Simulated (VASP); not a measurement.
# NaTl2H3 (Immm) in VASP: single point with PBEsol

Aim: the single point of NaTl2H3 with PBEsol.

Program: VASP 6.6.1. These are calculated values, not measurements. Logs are shortened: lines on timing, memory, paths and dates and some standing lists are left out, and cuts for length are marked.

## (1) The cell of the first run

It takes space group Immm (No. 71, orthorhombic). Conventional cell: a = 3.344 Å, b = 4.251 Å, c = 13.280 Å, α = 90.00°, β = 90.00°, γ = 90.00°. Within 2.8 Å of Na (site symmetry mmm) lie 6 H at 2.13 to 2.23 Å. Tl (site symmetry mm2) has 4 H at 2.21 to 2.68 Å within 2.9 Å. Within 2.8 Å of H (site symmetry mmm) lie 2 Na at 2.13 Å and 4 Tl at 2.68 Å. H (site symmetry mm2) has 2 Tl at 2.21 Å and 2 Na at 2.23 Å and 5 H at 2.96 to 3.08 Å within 3.1 Å.

## (2) Single point, PBEsol

INCAR

```
PREC = Accurate ; ENCUT = 520
EDIFF = 1E-7 ; ISMEAR = -1
SIGMA = 0.03 ; LREAL = False
LASPH = True ; NELM = 60
ALGO = Normal ; ISIF = 2
LWAVE = False ; LCHARG = False
GGA = PS ; NBANDS = 27
```

KPOINTS

```
Automatic mesh
0
Gamma
  8 8 8
```

POSCAR

```
NaTl2H3
1.0
   -1.6717903441      2.1254993174      6.6400660459
    1.6717903441     -2.1254993174      6.6400660459
    1.6717903441      2.1254993174     -6.6400660459
Na Tl H
1 2 3
Direct
    0.0000000000      0.0000000000      0.0000000000
    0.6576810120      0.6576810120      0.0000000000
    0.3423189880      0.3423189880      0.0000000000
    0.5000000000      0.0000000000      0.5000000000
    0.1113890260      0.6113890260      0.5000000000
    0.8886109740      0.3886109740      0.5000000000
```

Potentials or basis: VASP PAW PBE potentials, release 64 (Na_pv, Tl_d, H).

The run is started by

```console
cat potpaw_PBE.64/Na_pv/POTCAR potpaw_PBE.64/Tl_d/POTCAR potpaw_PBE.64/H/POTCAR > POTCAR
mpirun -np 1 vasp_std > vasp.out
```

OUTCAR:

```text
PREC = Accurate
   ENCUT = 520
   EDIFF = 1E-7
   ISMEAR = -1
   LREAL = False
   LASPH = True
   NELM = 60
   ISIF = 2
   GGA = PS

 ion  position               nearest neighbor table
   1  0.000  0.000  0.000-   2 3.42   2 3.42   2 3.42   3 3.42   3 3.42   3 3.42   2 3.42   3 3.42

   2  0.658  0.658  0.000-   5 2.21   5 2.21   1 3.42   1 3.42   1 3.42   1 3.42   3 3.65   3 3.65
                             3 3.65   3 3.65
   3  0.342  0.342  0.000-   6 2.21   6 2.21   1 3.42   1 3.42   1 3.42   1 3.42   2 3.65   2 3.65
                             2 3.65   2 3.65
   4  0.500  0.000  0.500-
   5  0.111  0.611  0.500-   2 2.21   2 2.21
   6  0.889  0.389  0.500-   3 2.21   3 2.21

  LATTYP: Found a body centered orthorhombic cell.
 ALAT       =     3.3435806882
 B/A-ratio  =     1.2713910718
 C/A-ratio  =     3.9718294039

  Lattice vectors:

 A1 = (  -1.6717903441,   2.1254993174,   6.6400660459)
 A2 = (   1.6717903441,  -2.1254993174,   6.6400660459)
 A3 = (   1.6717903441,   2.1254993174,  -6.6400660459)

Analysis of symmetry for initial positions (statically):
=====================================================================
 Subroutine PRICEL returns:
 Original cell was already a primitive cell.

 Routine SETGRP: Setting up the symmetry group for a
 body centered orthorhombic supercell.

 Subroutine GETGRP returns: Found  8 space group operations
 (whereof  8 operations were pure point group operations)
 out of a pool of  8 trial point group operations.

The static configuration has the point symmetry D_2h.

Analysis of symmetry for dynamics (positions and initial velocities):
=====================================================================
 Subroutine PRICEL returns:
 Original cell was already a primitive cell.

 Routine SETGRP: Setting up the symmetry group for a
 body centered orthorhombic supercell.

 Subroutine GETGRP returns: Found  8 space group operations
 (whereof  8 operations were pure point group operations)
 out of a pool of  8 trial point group operations.

The dynamic configuration has the point symmetry D_2h.

 Subroutine INISYM returns: Found  8 space group operations
 (whereof  8 operations are pure point group operations),
 and found     1 'primitive' translations

----------------------------------------------------------------------------------------

                                     Primitive cell

  volume of cell :      94.3790

  direct lattice vectors                    reciprocal lattice vectors
    -1.671790344  2.125499317  6.640066046     0.000000000  0.235238843  0.075300456
     1.671790344 -2.125499317  6.640066046     0.299080565  0.000000000  0.075300456
     1.671790344  2.125499317 -6.640066046     0.299080565  0.235238843  0.000000000

  length of vectors
     7.169596041  7.169596041  7.169596041     0.246996907  0.308414239  0.380508209

  position of ions in fractional coordinates (direct lattice)
     0.000000000  0.000000000  0.000000000
     0.657681012  0.657681012  0.000000000
     0.342318988  0.342318988  0.000000000
     0.500000000  0.000000000  0.500000000
     0.111389026  0.611389026  0.500000000
     0.888610974  0.388610974  0.500000000

  ion indices of the primitive-cell ions
   primitive index   ion index
                 1           1
                 2           2
                 3           3
                 4           4
                 5           5
                 6           6

----------------------------------------------------------------------------------------

 KPOINTS: Automatic mesh

Automatic generation of k-mesh.
 Grid dimensions read from file:
 generate k-points for:    8    8    8

 Generating k-lattice:

  Cartesian coordinates                     Fractional coordinates (reciprocal lattice)
     0.000000000  0.029404855  0.009412557     0.125000000 -0.000000000  0.000000000
     0.037385071  0.000000000  0.009412557    -0.000000000  0.125000000  0.000000000
     0.037385071  0.029404855  0.000000000     0.000000000  0.000000000  0.125000000

  Length of vectors
     0.030874613  0.038551780  0.047563526

  Shift w.r.t. Gamma in fractional coordinates (k-lattice)
     0.000000000  0.000000000  0.000000000

 Subroutine IBZKPT returns following result:
 ===========================================

 Found     95 irreducible k-points:

 Following reciprocal coordinates:
            Coordinates               Weight
  0.000000  0.000000  0.000000      1.000000
  0.125000  0.000000 -0.000000      4.000000
  0.250000  0.000000 -0.000000      4.000000
  0.375000  0.000000  0.000000      4.000000
  0.500000  0.000000 -0.000000      2.000000
  0.000000  0.125000  0.000000      4.000000
[... 16 lines left out ...]
  0.125000  0.375000 -0.000000      8.000000
  0.250000  0.375000 -0.000000      8.000000
 [... further k-points ...]
   k-points           NKPTS =     95   k-points in BZ     NKDIM =     95   number of bands    NBANDS=     27
   number of dos      NEDOS =    301   number of ions     NIONS =      6
   total plane-waves  NPLWV = 157464
   dimension x,y,z NGX =    54 NGY =   54 NGZ =   54
   dimension x,y,z NGXF=   108 NGYF=  108 NGZF=  108
   ions per type =               1   2   3
   NGX,Y,Z   is equivalent  to a cutoff of  12.52, 12.52, 12.52 a.u.
   NGXF,Y,Z  is equivalent  to a cutoff of  25.04, 25.04, 25.04 a.u.
 SYSTEM =  unknown system
   PREC   = accura    normal or accurate (medium, high low for compatibility)
   ISTART =      0    job   : 0-new  1-cont  2-samecut
   ICHARG =      2    charge: 1-file 2-atom 10-const
   ISPIN  =      1    spin polarized calculation?
   LNONCOLLINEAR =      F non collinear calculations
   LSORBIT =      F    spin-orbit coupling
   LASPH  =      T    aspherical Exc in radial PAW
   ENCUT  =  520.0 eV  38.22 Ry    6.18 a.u.  13.33 13.33 13.33*2*pi/ulx,y,z
   NELM   =     60;   NELMIN=  2; NELMDL= -5     # of ELM steps
   EDIFF  = 0.1E-06   stopping-criterion for ELM
   LREAL  =      F    real-space projection
   EDIFFG = 0.1E-05   stopping-criterion for IOM
   NSW    =      0    number of steps for IOM
   IBRION =     -1    ionic relax: 0-MD 1-quasi-New 2-CG
   NFREE  =      0    steps in history (QN), initial steepest desc. (CG)
   ISIF   =      2    stress and relaxation
   ISYM   =      2    0-nonsym 1-usesym 2-fastsym
   POTIM  = 0.5000    time-step for ionic-motion
   TEBEG  =    0.0;   TEEND  =   0.0 temperature during run
   PSTRESS=    0.0 pullay stress
   NELECT =      36.0000    total number of electrons
   NUPDOWN=      -1.0000    fix difference up-down
   EMIN   =  10.00;   EMAX   =-10.00  energy-range for DOS
   EFERMI =   0.00;   METHOD = LEGACY
   ISMEAR =    -1;   SIGMA  =   0.03  broadening in eV -4-tet -1-fermi 0-gaus
   EFERMI_NEDOS =   21; number of points for ismear=-14 and -15
   IALGO  =     38    algorithm
   IMIX   =      4    mixing-type and parameters
     AMIX     =   0.40;   BMIX     =  1.00
     AMIX_MAG =   1.60;   BMIX_MAG =  1.00
  volume/ion in A,a.u.               =      15.73       106.15
  Fermi-wavevector in a.u.,A,eV,Ry     =   1.187273  2.243621 19.179007  1.409617
  Thomas-Fermi vector in A             =   2.323428
   LORBIT       =      0    0 simple, 1 ext, 2 COOP (PROOUT), +10 PAW based schemes
   GGA     = PS    functional components
   LHFCALC =     F    Hartree Fock is set to
   AEXX    =    0.0000 exact exchange contribution
   IVDW    =     0    specifies the selected vdW correction
   LEPSILON=     F    determine dielectric tensor
   LRPA    =     F    only Hartree local field effects (RPA)
 non-spin polarized calculation
  energy-cutoff  :      520.00
  volume of cell :       94.38
 maximum number of plane-waves:      2560
 NGX is ok and might be reduce to    54
   NGX = 27   NGY = 27   NGZ = 27

 number of electron      35.9999998 magnetization

 Free energy of the ion-electron system (eV)
  ---------------------------------------------------
  ext. energy  EPLUGINS =         0.00000000
  ---------------------------------------------------
  free energy    TOTEN  =       -15.24074550 eV

  energy without entropy =      -15.23838907  energy(sigma->0) =      -15.23956729

 E-fermi :   3.7511     XC(G=0):  -9.5177

 val. band max:        3.7316948978   @ k =  -0.3750   0.5000   0.3750
 cond. band min:       3.7849311766   @ k =  -0.2500   0.3750   0.0000
 fundamental gap:      0.0532362788
 Fermi energy:         3.7511068505

 k-point     1 :       0.0000    0.0000    0.0000
  band No.  band energies     occupation
      1     -19.4147      2.00000
      2     -19.3949      2.00000
      3     -19.3617      2.00000
      4      -7.8500      2.00000
      5      -7.7639      2.00000
      6      -7.5968      2.00000
[... 19 lines left out ...]
     26      12.1987      0.00000
     27      13.4706      0.00000

 k-point     2 :       0.1250    0.0000   -0.0000
  band No.  band energies     occupation
      1     -19.4146      2.00000
      2     -19.3969      2.00000
      3     -19.3617      2.00000
      4      -7.8395      2.00000
      5      -7.7602      2.00000
      6      -7.5707      2.00000
[... 19 lines left out ...]
     26      12.6102      0.00000
     27      13.3435      0.00000

 k-point     3 :       0.2500    0.0000   -0.0000
  band No.  band energies     occupation
      1     -19.4142      2.00000
      2     -19.4016      2.00000
      3     -19.3615      2.00000
      4      -7.8165      2.00000
      5      -7.7560      2.00000
      6      -7.5096      2.00000
[... 594 lines left out ...]
      1     -19.4219      2.00000
      2     -19.4046      2.00000
      3     -19.3905      2.00000
      4      -7.6153      2.00000
      5      -7.5630      2.00000
      6      -7.5206      2.00000
[... 19 lines left out ...]
     26      10.8791      0.00000
     27      12.2861      0.00000

 k-point    24 :       0.2500    0.3750   -0.0000
  band No.  band energies     occupation
      1     -19.4215      2.00000
      2     -19.4043      2.00000
      3     -19.3948      2.00000
      4      -7.6169      2.00000
      5      -7.5697      2.00000
      6      -7.5277      2.00000
[... 19 lines left out ...]
     26      11.4514      0.00000
     27      12.1462      0.00000

 [... further k-points ...]

------------------------ aborting loop because EDIFF is reached ----------------------------------------

  FORCE on cell =-STRESS in cart. coord.  units (eV):
  Direction    XX          YY          ZZ          XY          YZ          ZX
  --------------------------------------------------------------------------------------
  -------------------------------------------------------------------------------------
  Total       -0.0423636      0.0049102     -0.0389160      0.0000000      0.0000000      0.0000000
  in kB       -0.7191651      0.0833552     -0.6606379      0.0000000      0.0000000      0.0000000
  external PRESSURE =      -0.4321493 kB  Pullay stress =       0.0000000 kB

 VOLUME and BASIS-vectors are now :
 -----------------------------------------------------------------------------
  energy-cutoff  :      520.00
  volume of cell :       94.38
      direct lattice vectors                 reciprocal lattice vectors
    -1.671790344  2.125499317  6.640066046     0.000000000  0.235238843  0.075300456
     1.671790344 -2.125499317  6.640066046     0.299080565  0.000000000  0.075300456
     1.671790344  2.125499317 -6.640066046     0.299080565  0.235238843  0.000000000

 POSITION                                       TOTAL-FORCE (eV/Angst)
 -----------------------------------------------------------------------------------
      0.00000      0.00000      0.00000         0.000000     -0.000000     -0.000000
      0.00000      0.00000      8.73409         0.000000      0.000000      0.001256
      0.00000      0.00000      4.54604        -0.000000     -0.000000     -0.001256
      0.00000      2.12550      0.00000         0.000000     -0.000000     -0.000000
      1.67179      0.00000      1.47926        -0.000000      0.000000      0.004620
     -0.00000      2.12550      5.16081        -0.000000      0.000000     -0.004620
 -----------------------------------------------------------------------------------
    total drift:                               -0.000000     -0.000000      0.000000

  FREE ENERGIE OF THE ION-ELECTRON SYSTEM (eV)
  ---------------------------------------------------
  free  energy   TOTEN  =       -15.2407455036 eV

  energy  without entropy=      -15.2383890705  energy(sigma->0) =      -15.23956729
```

It took 16 min on 1 thread of AMD EPYC 7R43 (Zen 3), shared host; peak memory 0.49 GiB.

What came out:

```
Free energy            : -15.2407 eV
Pressure               : 0.0 GPa
Largest force          : 0.005 eV/Å
Band gap on the k mesh : zero (bands 18 and 19 overlap by 1.75 eV)
```

Forces in eV/Å, atoms in the order of the input:
```
Na   0.000  0.000  0.000
Tl   0.000  0.000  0.001
Tl   0.000  0.000 -0.001
H    0.000  0.000  0.000
H    0.000  0.000  0.005
H    0.000  0.000 -0.005
```

Stress tensor (GPa, compression positive):
```
-0.07  0.00  0.00
 0.00  0.01  0.00
 0.00  0.00 -0.07
```

Levels at points of the mesh, in eV from the Fermi level:
```
           k point  band 15  band 16  band 17  band 18  band 19  band 20  band 21  band 22
(0.00, 0.00, 0.00)    -6.62    -3.85    -0.62     0.53     1.67     3.00     4.77     5.84
(0.50, 0.00, 0.00)    -6.55    -4.57    -4.35    -1.91     1.54     4.13     5.50     7.58
(0.00, 0.50, 0.00)    -5.65    -3.39    -1.60     0.13     1.12     2.25     3.14     4.19
(0.50, 0.50, 0.00)    -3.88    -3.76    -3.25    -2.81    -0.10     1.62     1.62     3.33
(0.50, 0.50, 0.50)    -7.97    -1.58    -0.72    -0.25     1.25     2.43     3.99     6.06
```

Caveat: the PAW data sets were made with another functional, which shifts forces and pressure a little; spin-orbit coupling is left out, which moves the levels of the heavy elements.
